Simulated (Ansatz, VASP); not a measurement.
# Two plane-wave programs on Tl

```xyz
4
Lattice="3.7836 0.0000 0.0000 -1.8918 3.2767 0.0000 0.0000 0.0000 12.1185" Properties=species:S:1:pos:R:3 pbc="T T T"
Tl   -1.8918    3.2767    0.0000
Tl    0.0000    0.0000    6.0593
Tl    0.0000    2.1845    3.0296
Tl    1.8918    1.0922    9.0889
```

Alike in both runs: task single point; functional RPBE; k mesh 11 × 11 × 3; occupations fermi-dirac, width 0.1 eV; no spin polarisation.

|  | VASP | Ansatz |
| --- | --- | --- |
| version | VASP 6.6.1 | Ansatz 0.2.0 |
| potentials or method | VASP PAW PBE potentials, release 64 (Tl_d), cutoff 520 eV | plane waves (420 eV) with PAW, scalar-relativistic |
| valence electrons in the cell | 52 | 52 |

```tsv
	VASP	Ansatz	Ansatz less VASP
pressure (GPa)	-1.7	-1.6	+0.05
traceless stress, the component that is largest in VASP (GPa)	-0.17	-0.17	+0.004
```

VASP's potentials were made for PBE, not for RPBE.

Spin-orbit coupling is off throughout.
